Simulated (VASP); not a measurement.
Runs of VASP 6.6.1 on PbI2. The structure is that of space group P-3m1 (No. 164), or close to it. The cells are those of the table. 

```tsv
cell	gap on the mesh (eV)	pressure (GPa)	largest force (eV/Å)
a = 4.617, b = 4.617, c = 6.790 Å, angles 90.0, 90.0, 120.0°, 3 atoms	(b)	-1.0	0.02
a = 4.683, b = 4.683, c = 6.600 Å, angles 90.0, 90.0, 120.0°, 3 atoms	1.79	-1.1	-
a = 4.413, b = 4.413, c = 7.435 Å, angles 90.0, 90.0, 120.0°, 3 atoms	2.19	-1.1	0.20
a = 4.907, b = 4.907, c = 6.013 Å, angles 90.0, 90.0, 120.0°, 3 atoms	(a)	-1.4	0.01
a = 4.809, b = 4.809, c = 6.261 Å, angles 90.0, 90.0, 120.0°, 3 atoms	1.58	-1.2	0.01
a = 4.482, b = 4.482, c = 7.208 Å, angles 90.0, 90.0, 120.0°, 3 atoms	2.10	-1.0	0.12
a = 4.286, b = 4.286, c = 7.879 Å, angles 90.0, 90.0, 120.0°, 3 atoms	2.31	-1.2	0.40
```

Alike in all rows: task single point; level LDA; potentials or basis VASP PAW LDA potentials, release 64 (Pb_d, I); no spin polarisation; k mesh 9 × 9 × 6; cutoff (eV) 500; smearing gaussian 0.05 eV.

Fill in the values left out.

(a) 1.49; (b) 1.94.

Caveats: spin-orbit coupling is left out, which moves the levels of the heavy elements.

A k mesh can miss the band edges, and the runs leave out spin-orbit coupling on I, Pb.
